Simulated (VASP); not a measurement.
# Ti3W (P-6m2) in VASP: single point with PBE

Aim: the single point of Ti3W with PBE.

All numbers are computed with VASP 6.6.1; they aren't measurements. Logs are shortened: lines on timing, memory, paths and dates and some standing lists are left out, and cuts for length are marked.

### Step 1. The cell of the first run

It takes space group P-6m2 (No. 187, hexagonal). Conventional cell: a = 2.774 Å, b = 2.774 Å, c = 9.024 Å, α = 90.00°, β = 90.00°, γ = 120.00°. Within 3.6 Å of Ti (site symmetry -6m2) lie 12 Ti at 2.77 Å. Ti (site symmetry 3m) has 9 Ti at 2.77 Å and 3 W at 2.77 Å within 3.6 Å. W (site symmetry -6m2) has 6 Ti at 2.77 Å and 6 W at 2.77 Å within 3.6 Å.

### Step 2. Single point, PBE

INCAR reads:

```
  PREC = Accurate
  ENCUT = 520
  EDIFF = 1E-6
  ISMEAR = 0
  SIGMA = 0.1
  LREAL = F
  LASPH = T
  NELM = 60
  ALGO = Fast
  ISIF = 2
  LWAVE = F
  LCHARG = F
  GGA = PE
  NBANDS = 33
```

KPOINTS reads:

```
regular mesh
0
Gamma
  6 6 2
```

POSCAR reads:

```
Ti3W
1.0
    2.7737267100      0.0000000000      0.0000000000
   -1.3868633600      2.4021177900      0.0000000000
    0.0000000000      0.0000000000      9.0239115200
Ti W
3 1
Direct
    0.3333333300      0.6666666700      0.0000000000
    0.6666666700      0.3333333300      0.2500000000
    0.6666666700      0.3333333300      0.7500000000
    0.3333333300      0.6666666700      0.5000000000
```

Potentials or basis: VASP PAW PBE potentials, release 64 (Ti_sv, W_sv).

Launch:

```sh
> cat potpaw_PBE.64/Ti_sv/POTCAR potpaw_PBE.64/W_sv/POTCAR > POTCAR
> mpirun -np 1 vasp_std > vasp.out
```

OUTCAR:

```text
PREC = Accurate
   ENCUT = 520
   EDIFF = 1E-6
   ISMEAR = 0
   LREAL = F
   LASPH = T
   NELM = 60
   ISIF = 2
   GGA = PE

 ion  position               nearest neighbor table
   1  0.333  0.667  0.000-   2 2.77   3 2.77   2 2.77   3 2.77   2 2.77   3 2.77
   2  0.667  0.333  0.250-   1 2.77   4 2.77   1 2.77   4 2.77   1 2.77   4 2.77
   3  0.667  0.333  0.750-   1 2.77   4 2.77   1 2.77   4 2.77   1 2.77   4 2.77
   4  0.333  0.667  0.500-   2 2.77   3 2.77   2 2.77   3 2.77   2 2.77   3 2.77

  LATTYP: Found a hexagonal cell.
 ALAT       =     2.7737267100
 C/A-ratio  =     3.2533527862

  Lattice vectors:

 A1 = (   2.7737267100,   0.0000000000,   0.0000000000)
 A2 = (  -1.3868633600,   2.4021177900,   0.0000000000)
 A3 = (   0.0000000000,   0.0000000000,   9.0239115200)

Analysis of symmetry for initial positions (statically):
=====================================================================
 Subroutine PRICEL returns:
 Original cell was already a primitive cell.

 Routine SETGRP: Setting up the symmetry group for a
 hexagonal supercell.

 Subroutine GETGRP returns: Found 12 space group operations
 (whereof 12 operations were pure point group operations)
 out of a pool of 24 trial point group operations.

The static configuration has the point symmetry D_3h.

Analysis of symmetry for dynamics (positions and initial velocities):
=====================================================================
 Subroutine PRICEL returns:
 Original cell was already a primitive cell.

 Routine SETGRP: Setting up the symmetry group for a
 hexagonal supercell.

 Subroutine GETGRP returns: Found 12 space group operations
 (whereof 12 operations were pure point group operations)
 out of a pool of 24 trial point group operations.

The dynamic configuration has the point symmetry D_3h.

 Subroutine INISYM returns: Found 12 space group operations
 (whereof 12 operations are pure point group operations),
 and found     1 'primitive' translations

----------------------------------------------------------------------------------------

                                     Primitive cell

  volume of cell :      60.1247

  direct lattice vectors                    reciprocal lattice vectors
     2.773726710  0.000000000  0.000000000     0.360525785  0.208149660  0.000000000
    -1.386863360  2.402117790  0.000000000     0.000000000  0.416299319  0.000000000
     0.000000000  0.000000000  9.023911520     0.000000000  0.000000000  0.110816689

  length of vectors
     2.773726710  2.773726709  9.023911520     0.416299319  0.416299319  0.110816689

  position of ions in fractional coordinates (direct lattice)
     0.333333330  0.666666670  0.000000000
     0.666666670  0.333333330  0.250000000
     0.666666670  0.333333330  0.750000000
     0.333333330  0.666666670  0.500000000

  ion indices of the primitive-cell ions
   primitive index   ion index
                 1           1
                 2           2
                 3           3
                 4           4

----------------------------------------------------------------------------------------

 KPOINTS: regular mesh

Automatic generation of k-mesh.
 Grid dimensions read from file:
 generate k-points for:    6    6    2

 Generating k-lattice:

  Cartesian coordinates                     Fractional coordinates (reciprocal lattice)
     0.060087631  0.034691610  0.000000000     0.166666667  0.000000000  0.000000000
     0.000000000  0.069383220  0.000000000     0.000000000  0.166666667  0.000000000
     0.000000000  0.000000000  0.055408345     0.000000000  0.000000000  0.500000000

  Length of vectors
     0.069383220  0.069383220  0.055408345

  Shift w.r.t. Gamma in fractional coordinates (k-lattice)
     0.000000000  0.000000000  0.000000000

 Subroutine IBZKPT returns following result:
 ===========================================

 Found     14 irreducible k-points:

 Following reciprocal coordinates:
            Coordinates               Weight
  0.000000  0.000000  0.000000      1.000000
  0.166667  0.000000  0.000000      6.000000
  0.333333  0.000000  0.000000      6.000000
  0.500000  0.000000  0.000000      3.000000
  0.166667  0.166667  0.000000      6.000000
  0.333333  0.166667  0.000000     12.000000
  0.333333  0.333333  0.000000      2.000000
  0.000000  0.000000  0.500000      1.000000
  0.166667  0.000000  0.500000      6.000000
  0.333333  0.000000  0.500000      6.000000
  0.500000  0.000000  0.500000      3.000000
  0.166667  0.166667  0.500000      6.000000
  0.333333  0.166667  0.500000     12.000000
  0.333333  0.333333  0.500000      2.000000
   k-points           NKPTS =     14   k-points in BZ     NKDIM =     14   number of bands    NBANDS=     33
   number of dos      NEDOS =    301   number of ions     NIONS =      4
   total plane-waves  NPLWV =  40320
   dimension x,y,z NGX =    24 NGY =   24 NGZ =   70
   dimension x,y,z NGXF=    48 NGYF=   48 NGZF=  140
   ions per type =               3   1
   NGX,Y,Z   is equivalent  to a cutoff of  14.38, 14.38, 12.90 a.u.
   NGXF,Y,Z  is equivalent  to a cutoff of  28.77, 28.77, 25.79 a.u.
 SYSTEM =  unknown system
   PREC   = accura    normal or accurate (medium, high low for compatibility)
   ISTART =      0    job   : 0-new  1-cont  2-samecut
   ICHARG =      2    charge: 1-file 2-atom 10-const
   ISPIN  =      1    spin polarized calculation?
   LNONCOLLINEAR =      F non collinear calculations
   LSORBIT =      F    spin-orbit coupling
   LASPH  =      T    aspherical Exc in radial PAW
   ENCUT  =  520.0 eV  38.22 Ry    6.18 a.u.   5.16  5.16 16.78*2*pi/ulx,y,z
   NELM   =     60;   NELMIN=  2; NELMDL= -5     # of ELM steps
   EDIFF  = 0.1E-05   stopping-criterion for ELM
   LREAL  =      F    real-space projection
   EDIFFG = 0.1E-04   stopping-criterion for IOM
   NSW    =      0    number of steps for IOM
   IBRION =     -1    ionic relax: 0-MD 1-quasi-New 2-CG
   NFREE  =      0    steps in history (QN), initial steepest desc. (CG)
   ISIF   =      2    stress and relaxation
   ISYM   =      2    0-nonsym 1-usesym 2-fastsym
   POTIM  = 0.5000    time-step for ionic-motion
   TEBEG  =    0.0;   TEEND  =   0.0 temperature during run
   PSTRESS=    0.0 pullay stress
   NELECT =      50.0000    total number of electrons
   NUPDOWN=      -1.0000    fix difference up-down
   EMIN   =  10.00;   EMAX   =-10.00  energy-range for DOS
   EFERMI =   0.00;   METHOD = LEGACY
   ISMEAR =     0;   SIGMA  =   0.10  broadening in eV -4-tet -1-fermi 0-gaus
   EFERMI_NEDOS =   21; number of points for ismear=-14 and -15
   IALGO  =     68    algorithm
   IMIX   =      4    mixing-type and parameters
     AMIX     =   0.40;   BMIX     =  1.00
     AMIX_MAG =   1.60;   BMIX_MAG =  1.00
  volume/ion in A,a.u.               =      15.03       101.44
  Fermi-wavevector in a.u.,A,eV,Ry     =   1.539503  2.909239 32.246757  2.370070
  Thomas-Fermi vector in A             =   2.645722
   LORBIT       =      0    0 simple, 1 ext, 2 COOP (PROOUT), +10 PAW based schemes
   GGA     = PE    functional components
   LHFCALC =     F    Hartree Fock is set to
   AEXX    =    0.0000 exact exchange contribution
   IVDW    =     0    specifies the selected vdW correction
   LEPSILON=     F    determine dielectric tensor
   LRPA    =     F    only Hartree local field effects (RPA)
 non-spin polarized calculation
 RMM-DIIS sequential band-by-band and
 Gauss-broadening in eV      SIGMA  =   0.10
  energy-cutoff  :      520.00
  volume of cell :       60.12
 maximum number of plane-waves:      1634
 NGX is ok and might be reduce to    24
   NGX = 11   NGY = 11   NGZ = 33

 number of electron      50.0000004 magnetization

 Free energy of the ion-electron system (eV)
  ---------------------------------------------------
  ext. energy  EPLUGINS =         0.00000000
  ---------------------------------------------------
  free energy    TOTEN  =       -35.31051664 eV

  energy without entropy =      -35.27999610  energy(sigma->0) =      -35.29525637

 E-fermi :  10.4236     XC(G=0): -12.6375

 val. band max:       10.4230641780   @ k =   0.3333   0.3333   0.5000
 cond. band min:      10.4431925825   @ k =   0.1667   0.0000   0.5000
 fundamental gap:      0.0201284045
 Fermi energy:        10.4236302053

 k-point     1 :       0.0000    0.0000    0.0000
  band No.  band energies     occupation
      1     -63.1398      2.00000
      2     -46.1620      2.00000
      3     -46.1176      2.00000
      4     -45.9846      2.00000
      5     -27.5004      2.00000
      6     -26.8195      2.00000
[... 25 lines left out ...]
     32      11.7430      0.00000
     33      12.3516      0.00000

 k-point     2 :       0.1667    0.0000    0.0000
  band No.  band energies     occupation
      1     -63.1142      2.00000
      2     -46.1190      2.00000
      3     -46.0821      2.00000
      4     -45.9574      2.00000
      5     -27.4523      2.00000
      6     -27.1251      2.00000
[... 25 lines left out ...]
     32      11.8904      0.00000
     33      11.9014      0.00000

 k-point     3 :       0.3333    0.0000    0.0000
  band No.  band energies     occupation
      1     -63.0627      2.00000
      2     -46.0291      2.00000
      3     -46.0103      2.00000
      4     -45.9054      2.00000
      5     -27.7029      2.00000
      6     -27.3553      2.00000
[... 25 lines left out ...]
     32      13.5092      0.00000
     33      13.5968      0.00000

 k-point     4 :       0.5000    0.0000    0.0000
  band No.  band energies     occupation
      1     -63.0368      2.00000
      2     -45.9809      2.00000
      3     -45.9740      2.00000
      4     -45.8818      2.00000
      5     -27.9772      2.00000
      6     -27.3064      2.00000
[... 313 lines left out ...]
     32      12.6025      0.00000
     33      13.5922      0.00000

 k-point    13 :       0.3333    0.1667    0.5000
  band No.  band energies     occupation
      1     -63.0369      2.00000
      2     -45.9812      2.00000
      3     -45.9741      2.00000
      4     -45.8816      2.00000
      5     -27.8348      2.00000
      6     -27.3062      2.00000
[... 25 lines left out ...]
     32      13.4800      0.00000
     33      13.9216      0.00000

 k-point    14 :       0.3333    0.3333    0.5000
  band No.  band energies     occupation
      1     -63.0239      2.00000
      2     -45.9561      2.00000
      3     -45.9560      2.00000
      4     -45.8708      2.00000
      5     -27.6426      2.00000
      6     -27.6304      2.00000
[... 25 lines left out ...]
     32      13.3772      0.00000
     33      14.1681      0.00000

------------------------ aborting loop because EDIFF is reached ----------------------------------------

  FORCE on cell =-STRESS in cart. coord.  units (eV):
  Direction    XX          YY          ZZ          XY          YZ          ZX
  --------------------------------------------------------------------------------------
  -------------------------------------------------------------------------------------
  Total        7.7666488      7.7666488      9.2121275     -0.0000000      0.0000000     -0.0000000
  in kB      206.9624004    206.9623997    245.4809100     -0.0000004      0.0000000     -0.0000000
  external PRESSURE =     219.8019034 kB  Pullay stress =       0.0000000 kB

 VOLUME and BASIS-vectors are now :
 -----------------------------------------------------------------------------
  energy-cutoff  :      520.00
  volume of cell :       60.12
      direct lattice vectors                 reciprocal lattice vectors
     2.773726710  0.000000000  0.000000000     0.360525785  0.208149660  0.000000000
    -1.386863360  2.402117790  0.000000000     0.000000000  0.416299319  0.000000000
     0.000000000  0.000000000  9.023911520     0.000000000  0.000000000  0.110816689

 POSITION                                       TOTAL-FORCE (eV/Angst)
 -----------------------------------------------------------------------------------
     -0.00000      1.60141      0.00000         0.000000     -0.000000      0.000000
      1.38686      0.80071      2.25598        -0.000000     -0.000000     -0.375806
      1.38686      0.80071      6.76793        -0.000000     -0.000000      0.375806
     -0.00000      1.60141      4.51196        -0.000000      0.000000      0.000000
 -----------------------------------------------------------------------------------
    total drift:                               -0.000013      0.000007      0.000000

  FREE ENERGIE OF THE ION-ELECTRON SYSTEM (eV)
  ---------------------------------------------------
  free  energy   TOTEN  =       -35.3105166387 eV

  energy  without entropy=      -35.2799961001  energy(sigma->0) =      -35.29525637
```

Wall time 2.8 min (1 thread of Intel Xeon 8259CL, shared host); peak memory 0.2 GiB.

What came out:

```
Free energy            : -35.3105 eV
Pressure               : 22.0 GPa
Largest force          : 0.376 eV/Å
Band gap on the k mesh : zero (band 25 reaches 11.06 eV, above the bottom of band 26 at 10.16 eV)
```

Forces in eV/Å, atoms in the order of the input:
```
Ti   0.000  0.000  0.000
Ti   0.000  0.000 -0.376
Ti   0.000  0.000  0.376
W    0.000  0.000  0.000
```

Caveat: the k points lie up to 0.44 Å⁻¹ apart; spin-orbit coupling is left out, which moves the levels of the heavy elements.
